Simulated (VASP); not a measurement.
The system is TiC.

```
Ti C
1.0
     0.00000    2.16572    2.16572
     2.16572    0.00000    2.16572
     2.16572    2.16572    0.00000
Ti C
1 1
Cartesian
  0.0000 0.0000 0.0000
  2.1657 2.1657 2.1657
```

| Property | Result |
| --- | --- |
| Program | VASP 6.6.1 |
| Task | relaxation of cell and atoms |
| Functional | PBE |
| Dispersion | D4 |
| Potentials or basis | VASP PAW PBE potentials, release 64 (Ti_sv, C) |
| Cutoff | 600 eV |
| k mesh | 11 × 11 × 11 |
| Occupations | fermi-dirac, width 0.05 eV |
| Spin | no spin polarisation |

At the start: pressure -4.4 GPa; volume 10.16 Å³/atom.

Where does the relaxation end?

Over 3 steps the energy falls by 2.5 meV/atom and the volume is 9.98 Å³/atom (-1.7 %); space group Fm-3m (No. 225, to 0.05 Å).

Step by step:
| step | energy change (eV) | largest force (eV/Å) | pressure (GPa) | volume (Å³) |
| --- | --- | --- | --- | --- |
| 1 | 0.0000 | 0.0000 | -4.40 | 20.32 |
| 2 | 0.0036 | 0.0000 | 6.17 | 19.51 |
| 3 | -0.0050 | 0.0000 | -0.01 | 19.96 |

Final structure:
```
Ti C
1.0
     0.00000    2.15304    2.15304
     2.15304    0.00000    2.15304
     2.15304    2.15304    0.00000
Ti C
1 1
Cartesian
  0.0000 0.0000 0.0000
  2.1530 2.1530 2.1530
```

Caveat: pairwise dispersion overbinds metals, which lowers pressure and volume.
